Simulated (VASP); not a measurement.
# TeRu4Rh (F-43m) in VASP: notebook, part 2 of 2

VASP 6.6.1.

**3. Relaxation of cell and atoms, PBE**

Input file INCAR:

```
PREC = Accurate
ENCUT = 600
EDIFF = 1E-6
ISMEAR = 0
SIGMA = 0.1
LREAL = F
LASPH = T
NELM = 80
ALGO = Fast
ISIF = 3
LWAVE = F
LCHARG = F
GGA = PE
IBRION = 2
NSW = 100
EDIFFG = -0.01
```

Input file KPOINTS:

```
Automatic mesh
0
Gamma
  10 10 10
```

Input file POSCAR:

```
TeRu4Rh
1.0
    0.0000000000      3.6420264621      3.6420264621
    3.6420264621      0.0000000000      3.6420264621
    3.6420264621      3.6420264621      0.0000000000
Te Ru Rh
1 4 1
Direct
    0.2500000000      0.2500000000      0.2500000000
    0.1210214766      0.6263261745      0.6263261745
    0.6263261745      0.6263261745      0.6263261745
    0.6263261745      0.1210214766      0.6263261745
    0.6263261745      0.6263261745      0.1210214766
    0.0000000000      0.0000000000      0.0000000000
```

Potentials or basis: VASP PAW PBE potentials, release 64 (Te, Ru_pv, Rh_pv).

Launch:

```
cat potpaw_PBE.64/Te/POTCAR potpaw_PBE.64/Ru_pv/POTCAR potpaw_PBE.64/Rh_pv/POTCAR > POTCAR
mpirun -np 1 vasp_std > vasp.out
```

OUTCAR:

```text
PREC = Accurate
   ENCUT = 600
   EDIFF = 1E-6
   ISMEAR = 0
   LREAL = F
   LASPH = T
   NELM = 80
   ISIF = 3
   GGA = PE
   IBRION = 2
   NSW = 100
   EDIFFG = -0.01

 ion  position               nearest neighbor table
   1  0.250  0.250  0.250-   2 3.02   4 3.02   2 3.02   5 3.02   4 3.02   5 3.02   3 3.02   3 3.02
                             3 3.02   2 3.02   4 3.02   5 3.02   6 3.15   6 3.15   6 3.15   6 3.15
   2  0.121  0.626  0.626-   3 2.55   4 2.55   5 2.55   3 2.60   5 2.60   4 2.60   6 3.02   6 3.02
                             6 3.02   1 3.02   1 3.02   1 3.02
   3  0.626  0.626  0.626-   2 2.55   4 2.55   5 2.55   5 2.60   4 2.60   2 2.60   6 3.02   6 3.02
                             6 3.02   1 3.02   1 3.02   1 3.02
   4  0.626  0.121  0.626-   2 2.55   3 2.55   5 2.55   5 2.60   3 2.60   2 2.60   6 3.02   6 3.02
                             6 3.02   1 3.02   1 3.02   1 3.02
   5  0.626  0.626  0.121-   2 2.55   3 2.55   4 2.55   3 2.60   4 2.60   2 2.60   6 3.02   6 3.02
                             6 3.02   1 3.02   1 3.02   1 3.02
   6  0.000  0.000  0.000-   2 3.02   4 3.02   5 3.02   3 3.02   3 3.02   3 3.02   2 3.02   5 3.02
                             4 3.02   2 3.02   4 3.02   5 3.02   1 3.15   1 3.15   1 3.15   1 3.15

  LATTYP: Found a face centered cubic cell.
 ALAT       =     7.2840529242

  Lattice vectors:

 A1 = (   0.0000000000,   3.6420264621,   3.6420264621)
 A2 = (   3.6420264621,   0.0000000000,   3.6420264621)
 A3 = (   3.6420264621,   3.6420264621,   0.0000000000)

Analysis of symmetry for initial positions (statically):
=====================================================================
 Subroutine PRICEL returns:
 Original cell was already a primitive cell.

 Routine SETGRP: Setting up the symmetry group for a
 face centered cubic supercell.

 Subroutine GETGRP returns: Found 24 space group operations
 (whereof 24 operations were pure point group operations)
 out of a pool of 48 trial point group operations.

The static configuration has the point symmetry T_d .

Analysis of symmetry for dynamics (positions and initial velocities):
=====================================================================
 Subroutine PRICEL returns:
 Original cell was already a primitive cell.

 Routine SETGRP: Setting up the symmetry group for a
 face centered cubic supercell.

 Subroutine GETGRP returns: Found 24 space group operations
 (whereof 24 operations were pure point group operations)
 out of a pool of 48 trial point group operations.

The dynamic configuration has the point symmetry T_d .

 Subroutine INISYM returns: Found 24 space group operations
 (whereof 24 operations are pure point group operations),
 and found     1 'primitive' translations

----------------------------------------------------------------------------------------

                                     Primitive cell

  volume of cell :      96.6183

  direct lattice vectors                    reciprocal lattice vectors
     0.000000000  3.642026462  3.642026462    -0.137286207  0.137286207  0.137286207
     3.642026462  0.000000000  3.642026462     0.137286207 -0.137286207  0.137286207
     3.642026462  3.642026462  0.000000000     0.137286207  0.137286207 -0.137286207

  length of vectors
     5.150603217  5.150603217  5.150603217     0.237786686  0.237786686  0.237786686

  position of ions in fractional coordinates (direct lattice)
     0.250000000  0.250000000  0.250000000
     0.121021477  0.626326175  0.626326175
     0.626326175  0.626326175  0.626326175
     0.626326175  0.121021477  0.626326175
     0.626326175  0.626326175  0.121021477
[... 70 lines left out ...]
   NGX,Y,Z   is equivalent  to a cutoff of  13.56, 13.56, 13.56 a.u.
   NGXF,Y,Z  is equivalent  to a cutoff of  27.11, 27.11, 27.11 a.u.
 SYSTEM =  unknown system
   PREC   = accura    normal or accurate (medium, high low for compatibility)
   ISTART =      0    job   : 0-new  1-cont  2-samecut
   ICHARG =      2    charge: 1-file 2-atom 10-const
   ISPIN  =      1    spin polarized calculation?
   LNONCOLLINEAR =      F non collinear calculations
   LSORBIT =      F    spin-orbit coupling
   LASPH  =      T    aspherical Exc in radial PAW
   ENCUT  =  600.0 eV  44.10 Ry    6.64 a.u.  10.29 10.29 10.29*2*pi/ulx,y,z
   NELM   =     80;   NELMIN=  2; NELMDL= -5     # of ELM steps
   EDIFF  = 0.1E-05   stopping-criterion for ELM
   LREAL  =      F    real-space projection
   EDIFFG = -.1E-01   stopping-criterion for IOM
   NSW    =    100    number of steps for IOM
   IBRION =      2    ionic relax: 0-MD 1-quasi-New 2-CG
   NFREE  =      1    steps in history (QN), initial steepest desc. (CG)
   ISIF   =      3    stress and relaxation
   ISYM   =      2    0-nonsym 1-usesym 2-fastsym
   POTIM  = 0.5000    time-step for ionic-motion
   TEBEG  =    0.0;   TEEND  =   0.0 temperature during run
   PSTRESS=    0.0 pullay stress
   NELECT =      77.0000    total number of electrons
   NUPDOWN=      -1.0000    fix difference up-down
   EMIN   =  10.00;   EMAX   =-10.00  energy-range for DOS
   EFERMI =   0.00;   METHOD = LEGACY
   ISMEAR =     0;   SIGMA  =   0.10  broadening in eV -4-tet -1-fermi 0-gaus
   EFERMI_NEDOS =   21; number of points for ismear=-14 and -15
   IALGO  =     68    algorithm
   IMIX   =      4    mixing-type and parameters
     AMIX     =   0.40;   BMIX     =  1.00
     AMIX_MAG =   1.60;   BMIX_MAG =  1.00
  volume/ion in A,a.u.               =      16.10       108.67
  Fermi-wavevector in a.u.,A,eV,Ry     =   1.517814  2.868253 31.344562  2.303760
  Thomas-Fermi vector in A             =   2.627019
   LORBIT       =      0    0 simple, 1 ext, 2 COOP (PROOUT), +10 PAW based schemes
   GGA     = PE    functional components
   LHFCALC =     F    Hartree Fock is set to
   AEXX    =    0.0000 exact exchange contribution
   IVDW    =     0    specifies the selected vdW correction
   LEPSILON=     F    determine dielectric tensor
   LRPA    =     F    only Hartree local field effects (RPA)
 conjugate gradient relaxation of ions
 non-spin polarized calculation
 RMM-DIIS sequential band-by-band and
 Gauss-broadening in eV      SIGMA  =   0.10
  energy-cutoff  :      600.00
  volume of cell :       96.62
 maximum number of plane-waves:      3263
 NGX is ok and might be reduce to    42
   NGX = 21   NGY = 21   NGZ = 21

--------------------------------------- Ionic step        1  -------------------------------------------

 number of electron      77.0000006 magnetization

 Free energy of the ion-electron system (eV)
  ---------------------------------------------------
  ext. energy  EPLUGINS =         0.00000000
  ---------------------------------------------------
  free energy    TOTEN  =       -43.01518646 eV

  energy without entropy =      -42.94375544  energy(sigma->0) =      -42.97947095

------------------------ aborting loop because EDIFF is reached ----------------------------------------

  FORCE on cell =-STRESS in cart. coord.  units (eV):
  Direction    XX          YY          ZZ          XY          YZ          ZX
  --------------------------------------------------------------------------------------
  -------------------------------------------------------------------------------------
  Total        0.0535769      0.0535769      0.0535769      0.0000000      0.0000000     -0.0000000
  in kB        0.8884408      0.8884408      0.8884408      0.0000000      0.0000000     -0.0000000
  external PRESSURE =       0.8884408 kB  Pullay stress =       0.0000000 kB
[... 147 lines left out ...]
--------------------------------------- Ionic step        5  -------------------------------------------

 number of electron      77.0000007 magnetization

 Free energy of the ion-electron system (eV)
  ---------------------------------------------------
  ext. energy  EPLUGINS =         0.00000000
  ---------------------------------------------------
  free energy    TOTEN  =       -43.01587922 eV

  energy without entropy =      -42.94462094  energy(sigma->0) =      -42.98025008

 E-fermi :  11.3616     XC(G=0): -12.9684

 val. band max:       11.3600907214   @ k =   0.5000   0.5000   0.0000
 cond. band min:      11.3732725859   @ k =   0.5000   0.2000   0.1000
 fundamental gap:      0.0131818645
 Fermi energy:        11.3616424490

 k-point     1 :       0.0000    0.0000    0.0000
  band No.  band energies     occupation
      1     -34.5647      2.00000
      2     -34.5647      2.00000
      3     -34.5647      2.00000
      4     -32.5160      2.00000
      5     -31.7639      2.00000
      6     -31.7639      2.00000
[... 1165 lines left out ...]
     45      13.1551      0.00000
     46      13.6352      0.00000

 [... further k-points ...]

------------------------ aborting loop because EDIFF is reached ----------------------------------------

  FORCE on cell =-STRESS in cart. coord.  units (eV):
  Direction    XX          YY          ZZ          XY          YZ          ZX
  --------------------------------------------------------------------------------------
  -------------------------------------------------------------------------------------
  Total        0.0153798      0.0153798      0.0153798      0.0000000     -0.0000000     -0.0000000
  in kB        0.2549708      0.2549708      0.2549708      0.0000000     -0.0000000     -0.0000000
  external PRESSURE =       0.2549708 kB  Pullay stress =       0.0000000 kB
[... 21 lines left out ...]
  FREE ENERGIE OF THE ION-ELECTRON SYSTEM (eV)
  ---------------------------------------------------
  free  energy   TOTEN  =       -43.0158792168 eV

  energy  without entropy=      -42.9446209396  energy(sigma->0) =      -42.98025008

 reached required accuracy - stopping structural energy minimisation
```

It took 32 min on 1 thread of Oxide Virtual Turin-like, shared host; peak memory 0.38 GiB.

What came out:

- Free energy: -43.0159 eV
- Relaxed volume: 16.11 Å³/atom
- Relaxed cell: a = 5.151 Å, b = 5.151 Å, c = 5.151 Å, α = 60.00°, β = 60.00°, γ = 60.00°
- Space group after relaxing (to 0.1 Å): F-43m (No. 216)
- Energy gained by relaxing: 0.1 meV/atom
- Ionic steps: 5
- Pressure after relaxing: 0.0 GPa
- Band gap on the k mesh: zero (an odd number of electrons rules out a gap without spin polarisation)

Step by step:
```csv
step,energy change (eV),largest force (eV/Å),pressure (GPa),volume (Å³)
1,0.0000,0.1070,0.09,96.62
2,-0.0004,0.0691,-0.21,96.74
3,-0.0007,0.0040,-0.10,96.69
4,-0.0007,0.0068,0.15,96.57
5,-0.0007,0.0005,0.03,96.64
```

Final structure:
```
CELL_PARAMETERS angstrom
0.00000 3.64234 3.64234
3.64234 0.00000 3.64234
3.64234 3.64234 0.00000
ATOMIC_POSITIONS crystal
Te 0.25000 0.25000 0.25000
Ru 0.12179 0.62607 0.62607
Ru 0.62607 0.62607 0.62607
Ru 0.62607 0.12179 0.62607
Ru 0.62607 0.62607 0.12179
Rh 0.00000 0.00000 0.00000
```

Caveat: spin-orbit coupling is left out, which moves the levels of the heavy elements.
